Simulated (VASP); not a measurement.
A run of VASP 6.6.1:

File INCAR:

```
SYSTEM = Ti3InC
PREC = Accurate
ENCUT = 520
EDIFF = 1E-6
ISMEAR = 0
SIGMA = 0.15
LREAL = .FALSE.
LASPH = .TRUE.
NELM = 100
ALGO = Normal
ISIF = 2
LWAVE = .FALSE.
LCHARG = .FALSE.
GGA = PS
NBANDS = 34
```

Contents of KPOINTS:

```
regular mesh
0
G
  10 10 10
  0 0 0
```

POSCAR

```
Ti3InC
1.0
    4.5775100578      0.0000000000      0.0000000000
    0.0000000000      4.5775100578      0.0000000000
    0.0000000000      0.0000000000      3.8158123842
Ti In C
3 1 1
Direct
    0.5000000000      0.5000000000      0.0000000000
    0.5000000000      0.0000000000      0.5000000000
    0.0000000000      0.5000000000      0.5000000000
    0.0000000000      0.0000000000      0.0000000000
    0.5000000000      0.5000000000      0.5000000000
```

Potentials or basis: VASP PAW PBE potentials, release 64 (Ti_sv, In_d, C).

The run is started by

```sh
$ cat potpaw_PBE.64/Ti_sv/POTCAR potpaw_PBE.64/In_d/POTCAR potpaw_PBE.64/C/POTCAR > POTCAR
$ mpirun -np 1 vasp_std > vasp.out
```

Hardware: 1 thread of AMD EPYC 7571, with other jobs on the host.

**Question.** Estimate the wall time of this run.

**Answer.** It took 11 min on 1 thread of AMD EPYC 7571 (shared host), peak memory 0.38 GiB. Counts: scf iterations 15, k points 126.
